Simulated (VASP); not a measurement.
# Al (Fm-3m) in VASP: notebook

The runs below take Al through electric field gradients, with PBE.

Program: VASP 6.6.1. These are calculated values, not measurements. Logs are shortened: lines on timing, memory, paths and dates and some standing lists are left out, and cuts for length are marked.

## (1) The cell of the first run

It takes space group Fm-3m (No. 225, cubic). The conventional cell has a = 3.965 Å, b = 3.965 Å, c = 3.965 Å, α = 90.00°, β = 90.00°, γ = 90.00°. Within 3.7 Å of Al (site symmetry m-3m) lie 12 Al at 2.80 Å.

## (2) Electric field gradients, PBE (volume scaled by 0.94)

Contents of INCAR:

```
SYSTEM = Al
PREC = Accurate
ENCUT = 520
EDIFF = 1E-8
ISMEAR = -1
SIGMA = 0.05
LREAL = .FALSE.
LASPH = .TRUE.
NELM = 100
ALGO = Normal
ISIF = 2
LWAVE = .FALSE.
LCHARG = .FALSE.
GGA = PE
LEFG = .TRUE.
NBANDS = 8
```

Contents of KPOINTS:

```
Automatic mesh
0
G
  14 14 14
  0 0 0
```

Contents of POSCAR:

```
Al
1.0
    0.0000000000      1.9826626923      1.9826626923
    1.9826626923      0.0000000000      1.9826626923
    1.9826626923      1.9826626923      0.0000000000
Al
1
Direct
    0.0000000000      0.0000000000      0.0000000000
```

Potentials or basis: VASP PAW PBE potentials, release 64 (Al).

On the command line:

```bash
$ cat potpaw_PBE.64/Al/POTCAR > POTCAR
$ mpirun -np 1 vasp_std > vasp.out
```

OUTCAR:

```text
SYSTEM = Al
   PREC = Accurate
   ENCUT = 520
   EDIFF = 1E-8
   ISMEAR = -1
   LREAL = .FALSE.
   LASPH = .TRUE.
   NELM = 100
   ISIF = 2
   GGA = PE

 ion  position               nearest neighbor table
   1  0.000  0.000  0.000-

  LATTYP: Found a face centered cubic cell.
 ALAT       =     3.9653253846

  Lattice vectors:

 A1 = (   0.0000000000,   1.9826626923,   1.9826626923)
 A2 = (   1.9826626923,   0.0000000000,   1.9826626923)
 A3 = (   1.9826626923,   1.9826626923,   0.0000000000)

Analysis of symmetry for initial positions (statically):
=====================================================================
 Subroutine PRICEL returns:
 Original cell was already a primitive cell.

 Routine SETGRP: Setting up the symmetry group for a
 face centered cubic supercell.

 Subroutine GETGRP returns: Found 48 space group operations
 (whereof 48 operations were pure point group operations)
 out of a pool of 48 trial point group operations.

The static configuration has the point symmetry O_h .

Analysis of symmetry for dynamics (positions and initial velocities):
=====================================================================
 Subroutine PRICEL returns:
 Original cell was already a primitive cell.

 Routine SETGRP: Setting up the symmetry group for a
 face centered cubic supercell.

 Subroutine GETGRP returns: Found 48 space group operations
 (whereof 48 operations were pure point group operations)
 out of a pool of 48 trial point group operations.

The dynamic configuration has the point symmetry O_h .

 Subroutine INISYM returns: Found 48 space group operations
 (whereof 48 operations are pure point group operations),
 and found     1 'primitive' translations

----------------------------------------------------------------------------------------

                                     Primitive cell

  volume of cell :      15.5875

  direct lattice vectors                    reciprocal lattice vectors
     0.000000000  1.982662692  1.982662692    -0.252186114  0.252186114  0.252186114
     1.982662692  0.000000000  1.982662692     0.252186114 -0.252186114  0.252186114
     1.982662692  1.982662692  0.000000000     0.252186114  0.252186114 -0.252186114

  length of vectors
     2.803908469  2.803908469  2.803908469     0.436799163  0.436799163  0.436799163

  position of ions in fractional coordinates (direct lattice)
     0.000000000  0.000000000  0.000000000

  ion indices of the primitive-cell ions
   primitive index   ion index
                 1           1

----------------------------------------------------------------------------------------

 KPOINTS: Automatic mesh

Automatic generation of k-mesh.
 Grid dimensions read from file:
 generate k-points for:   14   14   14

 Generating k-lattice:

  Cartesian coordinates                     Fractional coordinates (reciprocal lattice)
    -0.018013294  0.018013294  0.018013294     0.071428571  0.000000000  0.000000000
     0.018013294 -0.018013294  0.018013294     0.000000000  0.071428571  0.000000000
     0.018013294  0.018013294 -0.018013294     0.000000000  0.000000000  0.071428571

  Length of vectors
     0.031199940  0.031199940  0.031199940

  Shift w.r.t. Gamma in fractional coordinates (k-lattice)
     0.000000000  0.000000000  0.000000000

 Subroutine IBZKPT returns following result:
 ===========================================

 Found    104 irreducible k-points:

 Following reciprocal coordinates:
            Coordinates               Weight
  0.000000  0.000000  0.000000      1.000000
  0.071429  0.000000  0.000000      8.000000
  0.142857  0.000000  0.000000      8.000000
  0.214286  0.000000  0.000000      8.000000
  0.285714  0.000000  0.000000      8.000000
  0.357143  0.000000  0.000000      8.000000
[... 16 lines left out ...]
  0.214286  0.142857  0.000000     24.000000
  0.285714  0.142857  0.000000     24.000000
 [... further k-points ...]
   k-points           NKPTS =    104   k-points in BZ     NKDIM =    104   number of bands    NBANDS=      8
   number of dos      NEDOS =    301   number of ions     NIONS =      1
   total plane-waves  NPLWV =  13824
   dimension x,y,z NGX =    24 NGY =   24 NGZ =   24
   dimension x,y,z NGXF=    48 NGYF=   48 NGZF=   48
   ions per type =               1
   NGX,Y,Z   is equivalent  to a cutoff of  14.23, 14.23, 14.23 a.u.
   NGXF,Y,Z  is equivalent  to a cutoff of  28.46, 28.46, 28.46 a.u.
 SYSTEM =  Al
   PREC   = accura    normal or accurate (medium, high low for compatibility)
   ISTART =      0    job   : 0-new  1-cont  2-samecut
   ICHARG =      2    charge: 1-file 2-atom 10-const
   ISPIN  =      1    spin polarized calculation?
   LNONCOLLINEAR =      F non collinear calculations
   LSORBIT =      F    spin-orbit coupling
   LASPH  =      T    aspherical Exc in radial PAW
   ENCUT  =  520.0 eV  38.22 Ry    6.18 a.u.   5.21  5.21  5.21*2*pi/ulx,y,z
   NELM   =    100;   NELMIN=  2; NELMDL= -5     # of ELM steps
   EDIFF  = 0.1E-07   stopping-criterion for ELM
   LREAL  =      F    real-space projection
   EDIFFG = 0.1E-06   stopping-criterion for IOM
   NSW    =      0    number of steps for IOM
   IBRION =     -1    ionic relax: 0-MD 1-quasi-New 2-CG
   NFREE  =      0    steps in history (QN), initial steepest desc. (CG)
   ISIF   =      2    stress and relaxation
   ISYM   =      2    0-nonsym 1-usesym 2-fastsym
   POTIM  = 0.5000    time-step for ionic-motion
   TEBEG  =    0.0;   TEEND  =   0.0 temperature during run
   PSTRESS=    0.0 pullay stress
   NELECT =       3.0000    total number of electrons
   NUPDOWN=      -1.0000    fix difference up-down
   EMIN   =  10.00;   EMAX   =-10.00  energy-range for DOS
   EFERMI =   0.00;   METHOD = LEGACY
   ISMEAR =    -1;   SIGMA  =   0.05  broadening in eV -4-tet -1-fermi 0-gaus
   EFERMI_NEDOS =   21; number of points for ismear=-14 and -15
   IALGO  =     38    algorithm
   IMIX   =      4    mixing-type and parameters
     AMIX     =   0.40;   BMIX     =  1.00
     AMIX_MAG =   1.60;   BMIX_MAG =  1.00
  volume/ion in A,a.u.               =      15.59       105.19
  Fermi-wavevector in a.u.,A,eV,Ry     =   0.945199  1.786166 12.155451  0.893400
  Thomas-Fermi vector in A             =   2.073077
   LORBIT       =      0    0 simple, 1 ext, 2 COOP (PROOUT), +10 PAW based schemes
   GGA     = PE    functional components
   LHFCALC =     F    Hartree Fock is set to
   AEXX    =    0.0000 exact exchange contribution
   IVDW    =     0    specifies the selected vdW correction
   LEPSILON=     F    determine dielectric tensor
   LRPA    =     F    only Hartree local field effects (RPA)
 non-spin polarized calculation
  energy-cutoff  :      520.00
  volume of cell :       15.59
 maximum number of plane-waves:       444
 NGX is ok and might be reduce to    24
   NGX = 11   NGY = 11   NGZ = 11

 number of electron       3.0000000 magnetization

 Free energy of the ion-electron system (eV)
  ---------------------------------------------------
  ext. energy  EPLUGINS =         0.00000000
  ---------------------------------------------------
  free energy    TOTEN  =        -3.72827010 eV

  energy without entropy =       -3.72452254  energy(sigma->0) =       -3.72639632

 E-fermi :   8.5741     XC(G=0): -10.4047

 val. band max:        8.5312122757   @ k =  -0.3571   0.4286   0.0714
 cond. band min:       8.5886243046   @ k =  -0.3571   0.3571   0.0000
 fundamental gap:      0.0574120289
 Fermi energy:         8.5741475434

 k-point     1 :       0.0000    0.0000    0.0000
  band No.  band energies     occupation
      1      -2.9273      2.00000
      2      21.5457      0.00000
      3      21.5457      0.00000
      4      21.5457      0.00000
      5      23.4787      0.00000
      6      23.4787      0.00000
      7      23.4787      0.00000
      8      25.4904      0.00000

 k-point     2 :       0.0714    0.0000    0.0000
  band No.  band energies     occupation
      1      -2.7833      2.00000
      2      19.4212      0.00000
      3      21.1488      0.00000
      4      21.1488      0.00000
      5      24.0057      0.00000
      6      24.1033      0.00000
      7      24.1033      0.00000
      8      26.9858      0.00000

 k-point     3 :       0.1429    0.0000    0.0000
  band No.  band energies     occupation
      1      -2.3522      2.00000
      2      16.4510      0.00000
      3      20.5429      0.00000
      4      20.5429      0.00000
      5      23.8570      0.00000
      6      25.2609      0.00000
      7      25.2609      0.00000
      8      26.5090      0.00000
[... 210 lines left out ...]
 k-point    23 :       0.2143    0.1429    0.0000
  band No.  band energies     occupation
      1      -1.6368      2.00000
      2      15.7878      0.00000
      3      17.8173      0.00000
      4      18.9922      0.00000
      5      20.9585      0.00000
      6      22.1578      0.00000
      7      28.1114      0.00000
      8      28.4372      0.00000

 k-point    24 :       0.2857    0.1429    0.0000
  band No.  band energies     occupation
      1      -0.8307      2.00000
      2      13.0252      0.00000
      3      17.3823      0.00000
      4      18.8097      0.00000
      5      19.4818      0.00000
      6      23.5003      0.00000
      7      27.4654      0.00000
      8      28.0889      0.00000

 [... further k-points ...]
[... 5 lines left out ...]
  --------------------------------------------------------------------------------------
  -------------------------------------------------------------------------------------
  Total        0.4560645      0.4560645      0.4560645      0.0000000      0.0000000     -0.0000000
  in kB       46.8770533     46.8770533     46.8770533      0.0000000      0.0000000     -0.0000000
  external PRESSURE =      46.8770533 kB  Pullay stress =       0.0000000 kB

 VOLUME and BASIS-vectors are now :
 -----------------------------------------------------------------------------
  energy-cutoff  :      520.00
  volume of cell :       15.59
      direct lattice vectors                 reciprocal lattice vectors
     0.000000000  1.982662692  1.982662692    -0.252186114  0.252186114  0.252186114
     1.982662692  0.000000000  1.982662692     0.252186114 -0.252186114  0.252186114
     1.982662692  1.982662692  0.000000000     0.252186114  0.252186114 -0.252186114

 POSITION                                       TOTAL-FORCE (eV/Angst)
 -----------------------------------------------------------------------------------
      0.00000      0.00000      0.00000         0.000000      0.000000      0.000000
 -----------------------------------------------------------------------------------
    total drift:                               -0.000000     -0.000000     -0.000000

  FREE ENERGIE OF THE ION-ELECTRON SYSTEM (eV)
  ---------------------------------------------------
  free  energy   TOTEN  =        -3.7282701008 eV

  energy  without entropy=       -3.7245225356  energy(sigma->0) =       -3.72639632

 Electric field gradients (V/A^2)
---------------------------------------------------------------------
 ion       V_xx      V_yy      V_zz      V_xy      V_xz      V_yz
---------------------------------------------------------------------
   1       0.000    -0.000    -0.000     0.000     0.000     0.000
---------------------------------------------------------------------

 Electric field gradients after diagonalization (V/A^2)
 (convention: |V_zz| > |V_xx| > |V_yy|)
----------------------------------------------------------------------
 ion       V_xx      V_yy      V_zz     asymmetry (V_yy - V_xx)/ V_zz
----------------------------------------------------------------------
   1      -0.000    -0.000     0.000       0.000
----------------------------------------------------------------------

           NMR quadrupolar parameters

 Cq : quadrupolar parameter    Cq=e*Q*V_zz/h
 eta: asymmetry parameters     (V_yy - V_xx)/ V_zz
 Q  : nuclear electric quadrupole moment in mb (millibarn)
----------------------------------------------------------------------
 ion       Cq(MHz)       eta       Q (mb)
----------------------------------------------------------------------
   1       0.000       0.000       1.000
----------------------------------------------------------------------
```

Run time: 11 s. Hardware: 1 thread of Intel Xeon 6975P-C, shared host; peak memory 0.14 GiB.

What came out:

| Property | Result |
| --- | --- |
| Free energy | -3.7283 eV |
| Pressure | 4.7 GPa |

Caveat: without QUAD_EFG the Cq values of the log hold for a quadrupole moment of 1 mb, not for the nuclei.

## (3) Electric field gradients, PBE (volume scaled by 0.99)

Contents of INCAR:

```
  ALGO = Normal
  EDIFF = 1E-8
  ENCUT = 520
  GGA = PE
  ISIF = 2
  ISMEAR = -1
  LASPH = T
  LCHARG = F
  LEFG = T
  LREAL = F
  LWAVE = F
  NBANDS = 8
  NELM = 100
  PREC = Accurate
  SIGMA = 0.05
```

Contents of KPOINTS:

```
k-points
0
Gamma
  14 14 14
```

Contents of POSCAR:

```
Al
1.0
    0.0000000000      2.0172107856      2.0172107856
    2.0172107856      0.0000000000      2.0172107856
    2.0172107856      2.0172107856      0.0000000000
Al
1
Direct
    0.0000000000      0.0000000000      0.0000000000
```

Potentials or basis: VASP PAW PBE potentials, release 64 (Al).

On the command line:

```bash
$ cat potpaw_PBE.64/Al/POTCAR > POTCAR
$ mpirun -np 1 vasp_std > vasp.out
```

OUTCAR:

```text
EDIFF = 1E-8
   ENCUT = 520
   GGA = PE
   ISIF = 2
   ISMEAR = -1
   LASPH = T
   LREAL = F
   NELM = 100
   PREC = Accurate

 ion  position               nearest neighbor table
   1  0.000  0.000  0.000-

  LATTYP: Found a face centered cubic cell.
 ALAT       =     4.0344215712

  Lattice vectors:

 A1 = (   0.0000000000,   2.0172107856,   2.0172107856)
 A2 = (   2.0172107856,   0.0000000000,   2.0172107856)
 A3 = (   2.0172107856,   2.0172107856,   0.0000000000)

Analysis of symmetry for initial positions (statically):
=====================================================================
 Subroutine PRICEL returns:
 Original cell was already a primitive cell.

 Routine SETGRP: Setting up the symmetry group for a
 face centered cubic supercell.

 Subroutine GETGRP returns: Found 48 space group operations
[... 444 lines left out ...]
  external PRESSURE =       1.2512577 kB  Pullay stress =       0.0000000 kB

 VOLUME and BASIS-vectors are now :
 -----------------------------------------------------------------------------
  energy-cutoff  :      520.00
  volume of cell :       16.42
      direct lattice vectors                 reciprocal lattice vectors
     0.000000000  2.017210786  2.017210786    -0.247867007  0.247867007  0.247867007
     2.017210786  0.000000000  2.017210786     0.247867007 -0.247867007  0.247867007
     2.017210786  2.017210786  0.000000000     0.247867007  0.247867007 -0.247867007

 POSITION                                       TOTAL-FORCE (eV/Angst)
 -----------------------------------------------------------------------------------
      0.00000      0.00000      0.00000         0.000000      0.000000      0.000000
 -----------------------------------------------------------------------------------
    total drift:                               -0.000000      0.000000      0.000000

  FREE ENERGIE OF THE ION-ELECTRON SYSTEM (eV)
  ---------------------------------------------------
  free  energy   TOTEN  =        -3.7402245026 eV

  energy  without entropy=       -3.7361148520  energy(sigma->0) =       -3.73816968

 Electric field gradients (V/A^2)
---------------------------------------------------------------------
 ion       V_xx      V_yy      V_zz      V_xy      V_xz      V_yz
---------------------------------------------------------------------
   1      -0.000    -0.000    -0.000     0.000     0.000     0.000
---------------------------------------------------------------------

 Electric field gradients after diagonalization (V/A^2)
 (convention: |V_zz| > |V_xx| > |V_yy|)
----------------------------------------------------------------------
 ion       V_xx      V_yy      V_zz     asymmetry (V_yy - V_xx)/ V_zz
----------------------------------------------------------------------
   1      -0.000    -0.000     0.000       0.000
----------------------------------------------------------------------

           NMR quadrupolar parameters

 Cq : quadrupolar parameter    Cq=e*Q*V_zz/h
 eta: asymmetry parameters     (V_yy - V_xx)/ V_zz
 Q  : nuclear electric quadrupole moment in mb (millibarn)
----------------------------------------------------------------------
 ion       Cq(MHz)       eta       Q (mb)
----------------------------------------------------------------------
   1       0.000       0.000       1.000
----------------------------------------------------------------------
```

It took 8.7 s on 1 thread of Intel Xeon 6975P-C, shared host; peak memory 0.13 GiB.

What came out:

* Free energy: -3.7402 eV
* Pressure: 0.1 GPa

Caveat: without QUAD_EFG the Cq values of the log hold for a quadrupole moment of 1 mb, not for the nuclei.
